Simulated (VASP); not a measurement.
Input of a VASP 6.6.1 run:

File INCAR:

```
SYSTEM = NaInSe
  PREC = Accurate
  ENCUT = 520
  EDIFF = 1E-6
  ISMEAR = 0
  SIGMA = 0.1
  LREAL = .False.
  LASPH = .True.
  NELM = 60
  ALGO = Normal
  ISIF = 2
  LWAVE = .False.
  LCHARG = .False.
  GGA = PE
  NBANDS = 20
```

KPOINTS

```
Automatic mesh
0
Gamma
  12 12 8
  0 0 0
```

The input POSCAR:

```
NaInSe
1.0
    4.9368666072      0.0000000000      0.0000000000
   -2.4684333036      4.2754518969      0.0000000000
    0.0000000000      0.0000000000      6.0661502924
Na In Se
1 1 1
Direct
    0.0000000000      0.0000000000      0.5000000000
    0.0000000000      0.0000000000      0.0000000000
    0.6666666667      0.3333333333      0.0000000000
```

Potentials or basis: VASP PAW PBE potentials, release 64 (Na_pv, In_d, Se).

Command:

```console
$ cat potpaw_PBE.64/Na_pv/POTCAR potpaw_PBE.64/In_d/POTCAR potpaw_PBE.64/Se/POTCAR > POTCAR
$ mpirun -np 1 vasp_std > vasp.out
```

**Question.** Predict the band gap on the k mesh.

**Answer.** Zero (bands 13 and 14 overlap by 1.00 eV).

**Question.** Estimate the pressure.

**Answer.** 0.0 GPa.

Caveat: spin-orbit coupling is left out, which moves the levels of the heavy elements.
